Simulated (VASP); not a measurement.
## V3Mo: single point with LDA

The system is V3Mo.

```
V Mo
1.0
     0.00000    3.02409    3.02409
     3.02409    0.00000    3.02409
     3.02409    3.02409    0.00000
V Mo
3 1
Direct
  0.25000 0.25000 0.25000
  0.75000 0.75000 0.75000
  0.50000 0.50000 0.50000
  0.00000 0.00000 0.00000
```

- Program: VASP 6.6.1
- Task: single point
- Functional: LDA
- Potentials or basis: VASP PAW LDA potentials, release 64 (V_sv, Mo_sv)
- Cutoff: 500 eV
- k mesh: 7 × 7 × 7
- Occupations: fermi-dirac, width 0.05 eV
- Spin: collinear spin, ferromagnetic start
- Starting moments: [0.94, 0.94, 1.34, 0.22] μB
- Fixed moment: 4 μB
- Dipole correction: no
- Further INCAR settings: ALGO = Normal; EDIFF = 1e-06; NBANDS = 38

The pressure is -3.6 GPa. The net moment is 4.00 μB per cell and the site moments are V +0.90, +1.26 (each value once); Mo +0.25 μB. The valence electrons inside the program's atomic spheres are V 11.71, 11.65 (each value once); Mo 12.66.

It took 48 s on 1 thread of Intel(R) Xeon(R) Platinum 8488C (Sapphire Rapids) (shared host), peak memory 0.19 GiB.

Caveat: the cell stands under tension; the total moment is fixed, so each spin has its own Fermi level.
